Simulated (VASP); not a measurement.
Wanted: the native input for a VASP 6.6.1 run.

```
Task                   : single point
Functional             : PBEsol
Potentials or basis    : VASP PAW PBE potentials, release 64 (Al, O)
Cutoff                 : 520 eV
k mesh                 : 12 × 12 × 1
Occupations            : gaussian, width 0.1 eV
Spin                   : no spin polarisation
Dipole correction      : yes
Further INCAR settings : ALGO = Normal; EDIFF = 1e-06; NBANDS = 25
```

The structure of Al8O lies in POSCAR:

```
Al8O
1.0
    2.8362844922      0.0000000000      0.0000000000
   -1.4181422461      2.4562944226      0.0000000000
    0.0000000000      0.0000000000     35.3137615421
Al O
8 1
Direct
    0.3333333333      0.6666666667      0.2406993656
    0.0000000000      0.0000000000      0.3066945262
    0.6666666667      0.3333333333      0.3726896867
    0.0000000000      0.0000000000      0.4386848473
    0.3333333333      0.6666666667      0.5040338594
    0.0000000000      0.0000000000      0.5697335640
    0.6666666667      0.3333333333      0.6352564119
    0.0000000000      0.0000000000      0.6991927913
    0.0000000000      0.0000000000      0.7466676966
```

The input as run:

INCAR

```
SYSTEM = Al8O
ALGO = Normal
DIPOL = 0.5 0.5 0.502
EDIFF = 1E-6
ENCUT = 520
GGA = PS
IDIPOL = 3
ISIF = 2
ISMEAR = 0
LASPH = .TRUE.
LCHARG = .FALSE.
LDIPOL = .TRUE.
LREAL = .FALSE.
LWAVE = .FALSE.
NBANDS = 25
NELM = 100
PREC = Accurate
SIGMA = 0.1
```

KPOINTS

```
k-points
0
G
  12 12 1
  0 0 0
```

Potentials or basis: VASP PAW PBE potentials, release 64 (Al, O).

Run with:

```sh
$ cat potpaw_PBE.64/Al/POTCAR potpaw_PBE.64/O/POTCAR > POTCAR
$ mpirun -np 1 vasp_std > vasp.out
```

Results of the run:

| Property | Result |
| --- | --- |
| Largest force | 0.148 eV/Å |
| Band gap on the k mesh | zero (band 15 reaches 3.00 eV, above the bottom of band 16 at -0.24 eV) |

Caveat: the PAW data sets were made with another functional, which shifts forces and pressure a little.

It took 3.1 min on 1 thread of Intel(R) Xeon(R) 6975P-C (Granite Rapids), with other jobs on the host, peak memory 0.41 GiB.
